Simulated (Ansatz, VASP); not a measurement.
## Two plane-wave programs on Au

INCAR

```
SYSTEM = Au
ALGO = Fast ; EDIFF = 1E-7
ENCUT = 520 ; GGA = RP
ISIF = 2 ; ISMEAR = -1
LASPH = .TRUE. ; LCHARG = .FALSE.
LREAL = .FALSE. ; LWAVE = .FALSE.
NBANDS = 12 ; NELM = 60
PREC = Accurate ; SIGMA = 0.05
```

The input KPOINTS:

```
k-points
0
G
  11 11 11
  0 0 0
```

The input POSCAR:

```
Au
1.0
    0.0000000000      2.0074966285      2.0074966285
    2.0074966285      0.0000000000      2.0074966285
    2.0074966285      2.0074966285      0.0000000000
Au
1
Direct
    0.0000000000      0.0000000000      0.0000000000
```

The input input.yaml:

```yaml
crystal:
  lattice:
    - [0.0, 2.0074966285, 2.0074966285]
    - [2.0074966285, 0.0, 2.0074966285]
    - [2.0074966285, 2.0074966285, 0.0]
  atoms:
    - { symbol: Au, position: [0.0, 0.0, 0.0] }
hamiltonian:
  xc: rpbe
  pseudopotentials: { kind: paw }
kpoints:
  mp_grid: { grid: [11, 11, 11] }
scf:
  occupations: { method: fermi_dirac, width: 0.05 }
output:
  forces: true
  stress: true
  eigenvalues: true
```

Alike in both runs: task single point; functional RPBE; k mesh 11 × 11 × 11; occupations fermi-dirac, width 0.05 eV; no spin polarisation.

|  | VASP | Ansatz |
| --- | --- | --- |
| version | VASP 6.6.1 | Ansatz 0.2.0 |
| potentials or method | VASP PAW PBE potentials, release 64 (Au) | Ansatz PAW |
| plane-wave cutoff (eV) | 520 | 420 |
| valence electrons in the cell | 11 | 19 |

VASP gave:

| Quantity | Value |
| --- | --- |
| gap on the k mesh at the Fermi level (eV) | none |
| pressure (GPa) | 23.9 |

Task: Estimate Ansatz's values.

Result: gap on the k mesh at the Fermi level (eV): none; pressure (GPa): 24.2.

VASP's potentials were made for PBE, not for RPBE. A gap of «none» marks a metal or a gap that the smearing closes. VASP's potentials hold 11 valence electrons a cell and Ansatz's 19, so a difference there can come from the potentials and not from the codes.

Spin-orbit coupling is off throughout.
